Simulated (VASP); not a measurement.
# BW3 (Pm-3m) in VASP: notebook

Runs on BW3. Level: PBE. Tasks: single point, relaxation of cell and atoms.

Everything below comes from runs of VASP 6.6.1. Logs are shortened: lines on timing, memory, paths and dates and some standing lists are left out, and cuts for length are marked.

## Step 1: The cell of the first run

Symmetry: Pm-3m, No. 221, cubic system. Conventional cell: a = 3.976 Å, b = 3.976 Å, c = 3.976 Å, α = 90.00°, β = 90.00°, γ = 90.00°. B (site symmetry m-3m) has 6 W at 1.99 Å within 2.6 Å. W (site symmetry 4/mmm) has 2 B at 1.99 Å within 2.6 Å.

## Step 2: Single point, PBE

Input file INCAR:

```
SYSTEM = BW3
PREC = Accurate
ENCUT = 520
EDIFF = 1E-6
ISMEAR = 0
SIGMA = 0.1
LREAL = .False.
LASPH = .True.
NELM = 100
ALGO = Fast
ISIF = 2
LWAVE = .False.
LCHARG = .False.
GGA = PE
NBANDS = 30
```

Input file KPOINTS:

```
Automatic mesh
0
Gamma
  4 4 4
  0 0 0
```

Input file POSCAR:

```
BW3
1.0
    3.9758033600      0.0000000000      0.0000000000
    0.0000000000      3.9758033600      0.0000000000
    0.0000000000      0.0000000000      3.9758033600
B W
1 3
Direct
    0.0000000000      0.0000000000      0.0000000000
    0.5000000000      0.0000000000      0.0000000000
    0.0000000000      0.5000000000      0.0000000000
    0.0000000000      0.0000000000      0.5000000000
```

Potentials or basis: VASP PAW PBE potentials, release 64 (B, W_sv).

Command:

```console
$ cat potpaw_PBE.64/B/POTCAR potpaw_PBE.64/W_sv/POTCAR > POTCAR
$ mpirun -np 1 vasp_std > vasp.out
```

OUTCAR:

```text
SYSTEM = BW3
   PREC = Accurate
   ENCUT = 520
   EDIFF = 1E-6
   ISMEAR = 0
   LREAL = .False.
   LASPH = .True.
   NELM = 100
   ISIF = 2
   GGA = PE

 ion  position               nearest neighbor table
   1  0.000  0.000  0.000-   2 1.99   3 1.99   4 1.99   4 1.99   3 1.99   2 1.99
   2  0.500  0.000  0.000-   1 1.99   1 1.99   4 2.81   4 2.81   3 2.81   3 2.81   3 2.81   4 2.81
                             4 2.81   3 2.81
   3  0.000  0.500  0.000-   1 1.99   1 1.99   4 2.81   4 2.81   2 2.81   2 2.81   4 2.81   4 2.81
                             2 2.81   2 2.81
   4  0.000  0.000  0.500-   1 1.99   1 1.99   3 2.81   2 2.81   2 2.81   3 2.81   3 2.81   3 2.81
                             2 2.81   2 2.81

  LATTYP: Found a simple cubic cell.
 ALAT       =     3.9758033600

  Lattice vectors:

 A1 = (   3.9758033600,   0.0000000000,   0.0000000000)
 A2 = (   0.0000000000,   3.9758033600,   0.0000000000)
 A3 = (   0.0000000000,   0.0000000000,   3.9758033600)

Analysis of symmetry for initial positions (statically):
=====================================================================
 Subroutine PRICEL returns:
 Original cell was already a primitive cell.

 Routine SETGRP: Setting up the symmetry group for a
 simple cubic supercell.

 Subroutine GETGRP returns: Found 48 space group operations
 (whereof 48 operations were pure point group operations)
 out of a pool of 48 trial point group operations.

The static configuration has the point symmetry O_h .

Analysis of symmetry for dynamics (positions and initial velocities):
=====================================================================
 Subroutine PRICEL returns:
 Original cell was already a primitive cell.

 Routine SETGRP: Setting up the symmetry group for a
 simple cubic supercell.

 Subroutine GETGRP returns: Found 48 space group operations
 (whereof 48 operations were pure point group operations)
 out of a pool of 48 trial point group operations.

The dynamic configuration has the point symmetry O_h .

 Subroutine INISYM returns: Found 48 space group operations
 (whereof 48 operations are pure point group operations),
 and found     1 'primitive' translations

----------------------------------------------------------------------------------------

                                     Primitive cell

  volume of cell :      62.8456

  direct lattice vectors                    reciprocal lattice vectors
     3.975803360  0.000000000  0.000000000     0.251521494  0.000000000  0.000000000
     0.000000000  3.975803360  0.000000000     0.000000000  0.251521494  0.000000000
     0.000000000  0.000000000  3.975803360     0.000000000  0.000000000  0.251521494
[... 77 lines left out ...]
   IBRION =     -1    ionic relax: 0-MD 1-quasi-New 2-CG
   NFREE  =      0    steps in history (QN), initial steepest desc. (CG)
   ISIF   =      2    stress and relaxation
   ISYM   =      2    0-nonsym 1-usesym 2-fastsym
   POTIM  = 0.5000    time-step for ionic-motion
   TEBEG  =    0.0;   TEEND  =   0.0 temperature during run
   PSTRESS=    0.0 pullay stress
   NELECT =      45.0000    total number of electrons
   NUPDOWN=      -1.0000    fix difference up-down
   EMIN   =  10.00;   EMAX   =-10.00  energy-range for DOS
   EFERMI =   0.00;   METHOD = LEGACY
   ISMEAR =     0;   SIGMA  =   0.10  broadening in eV -4-tet -1-fermi 0-gaus
   EFERMI_NEDOS =   21; number of points for ismear=-14 and -15
   IALGO  =     68    algorithm
   IMIX   =      4    mixing-type and parameters
     AMIX     =   0.40;   BMIX     =  1.00
     AMIX_MAG =   1.60;   BMIX_MAG =  1.00
  volume/ion in A,a.u.               =      15.71       106.03
  Fermi-wavevector in a.u.,A,eV,Ry     =   1.464606  2.767704 29.185454  2.145070
  Thomas-Fermi vector in A             =   2.580562
   LORBIT       =      0    0 simple, 1 ext, 2 COOP (PROOUT), +10 PAW based schemes
   GGA     = PE    functional components
   LHFCALC =     F    Hartree Fock is set to
   AEXX    =    0.0000 exact exchange contribution
   IVDW    =     0    specifies the selected vdW correction
   LEPSILON=     F    determine dielectric tensor
   LRPA    =     F    only Hartree local field effects (RPA)
 non-spin polarized calculation
 RMM-DIIS sequential band-by-band and
 Gauss-broadening in eV      SIGMA  =   0.10
  energy-cutoff  :      520.00
  volume of cell :       62.85
 maximum number of plane-waves:      1743
 NGX is ok and might be reduce to    30
   NGX = 15   NGY = 15   NGZ = 15

 number of electron      44.9999989 magnetization

 Free energy of the ion-electron system (eV)
  ---------------------------------------------------
  ext. energy  EPLUGINS =         0.00000000
  ---------------------------------------------------
  free energy    TOTEN  =       -39.40237296 eV

  energy without entropy =      -39.39177288  energy(sigma->0) =      -39.39707292

 E-fermi :   8.4539     XC(G=0): -12.2761

 val. band max:        8.4096776903   @ k =   0.0000   0.0000   0.0000
 cond. band min:       8.5401689354   @ k =   0.5000   0.2500   0.2500
 fundamental gap:      0.1304912451
 Fermi energy:         8.4539371824

 k-point     1 :       0.0000    0.0000    0.0000
  band No.  band energies     occupation
      1     -65.4509      2.00000
      2     -65.3156      2.00000
      3     -65.3156      2.00000
      4     -30.2457      2.00000
      5     -30.2457      2.00000
      6     -30.2457      2.00000
[... 319 lines left out ...]
     29      13.4074      0.00000
     30      13.4074      0.00000

------------------------ aborting loop because EDIFF is reached ----------------------------------------

  FORCE on cell =-STRESS in cart. coord.  units (eV):
  Direction    XX          YY          ZZ          XY          YZ          ZX
  --------------------------------------------------------------------------------------
  -------------------------------------------------------------------------------------
  Total       13.7015912     13.7015912     13.7015912      0.0000000      0.0000000     -0.0000000
  in kB      349.3066862    349.3066862    349.3066862      0.0000000      0.0000000     -0.0000000
  external PRESSURE =     349.3066862 kB  Pullay stress =       0.0000000 kB

 VOLUME and BASIS-vectors are now :
 -----------------------------------------------------------------------------
  energy-cutoff  :      520.00
  volume of cell :       62.85
      direct lattice vectors                 reciprocal lattice vectors
     3.975803360  0.000000000  0.000000000     0.251521494  0.000000000  0.000000000
     0.000000000  3.975803360  0.000000000     0.000000000  0.251521494  0.000000000
     0.000000000  0.000000000  3.975803360     0.000000000  0.000000000  0.251521494

 POSITION                                       TOTAL-FORCE (eV/Angst)
 -----------------------------------------------------------------------------------
      0.00000      0.00000      0.00000         0.000000      0.000000      0.000000
      1.98790      0.00000      0.00000         0.000000      0.000000      0.000000
      0.00000      1.98790      0.00000         0.000000      0.000000      0.000000
      0.00000      0.00000      1.98790         0.000000      0.000000      0.000000
 -----------------------------------------------------------------------------------
    total drift:                                0.000000      0.000000      0.000000

  FREE ENERGIE OF THE ION-ELECTRON SYSTEM (eV)
  ---------------------------------------------------
  free  energy   TOTEN  =       -39.4023729633 eV

  energy  without entropy=      -39.3917728836  energy(sigma->0) =      -39.39707292
```

OSZICAR:

```text
N       E                     dE             d eps       ncg     rms          rms(c)
DAV:   1     0.556756065051E+03    0.55676E+03   -0.26791E+04   600   0.167E+03
DAV:   2    -0.191900491715E+02   -0.57595E+03   -0.56019E+03   636   0.537E+02
DAV:   3    -0.463786668073E+02   -0.27189E+02   -0.25813E+02   724   0.114E+02
DAV:   4    -0.469254884147E+02   -0.54682E+00   -0.54330E+00   688   0.164E+01
DAV:   5    -0.469349312769E+02   -0.94429E-02   -0.94394E-02   708   0.216E+00    0.483E+01
RMM:   6    -0.394567925248E+02    0.74781E+01   -0.17763E+01   652   0.197E+01    0.168E+01
RMM:   7    -0.394448586807E+02    0.11934E-01   -0.42885E+00   686   0.881E+00    0.279E+00
RMM:   8    -0.394087038166E+02    0.36155E-01   -0.28332E-01   708   0.286E+00    0.146E+00
RMM:   9    -0.394021769914E+02    0.65268E-02   -0.90547E-02   731   0.137E+00    0.309E-01
RMM:  10    -0.394022328168E+02   -0.55825E-04   -0.13749E-02   758   0.701E-01    0.118E-01
RMM:  11    -0.394023417334E+02   -0.10892E-03   -0.23711E-03   767   0.321E-01    0.478E-02
RMM:  12    -0.394023659939E+02   -0.24260E-04   -0.30807E-04   808   0.120E-01    0.291E-02
RMM:  13    -0.394023714050E+02   -0.54111E-05   -0.82315E-05   805   0.599E-02    0.354E-03
RMM:  14    -0.394023729185E+02   -0.15135E-05   -0.93602E-06   629   0.182E-02    0.256E-03
RMM:  15    -0.394023729633E+02   -0.44738E-07   -0.10402E-06   417   0.574E-03
   1 F= -.39402373E+02 E0= -.39397073E+02  d E =-.106001E-01
```

stdout:

```text
POSCAR found type information on POSCAR B W
 POSCAR found :  2 types and       4 ions
 scaLAPACK will be used
 LDA part: xc-table for (Slater+PW92), standard interpolation
 POSCAR, INCAR and KPOINTS ok, starting setup
 FFT: planning ... GRIDC
 FFT: planning ... GRID_SOFT
 FFT: planning ... GRID
 WAVECAR not read
 entering main loop
```

Wall time 21 s (1 thread of Intel Xeon Platinum 8259CL at 2.50GHz (Skylake/Cascade Lake), shared host); peak memory 0.17 GiB.

Results:

| Quantity | Value |
| --- | --- |
| Free energy | -39.4024 eV |
| Pressure | 34.9 GPa |

Levels at points of the mesh, in eV from the Fermi level:
| k point | band 19 | band 20 | band 21 | band 22 | band 23 | band 24 | band 25 | band 26 |
| --- | --- | --- | --- | --- | --- | --- | --- | --- |
| (0.00, 0.00, 0.00) | -3.49 | -0.04 | -0.04 | -0.04 | 1.55 | 1.55 | 1.55 | 2.41 |
| (0.50, 0.00, 0.00) | -3.00 | -2.25 | -2.25 | -1.29 | 0.09 | 0.51 | 1.61 | 1.61 |
| (0.50, 0.50, 0.00) | -2.11 | -1.78 | -1.17 | -1.17 | -0.68 | -0.68 | 0.86 | 0.86 |
| (0.50, 0.50, 0.50) | -1.06 | -1.06 | -0.58 | -0.58 | -0.58 | 1.59 | 1.59 | 1.59 |

Caveat: the k points lie up to 0.40 Å⁻¹ apart; spin-orbit coupling is left out, which moves the levels of the heavy elements.

[end of part 1 of 3]
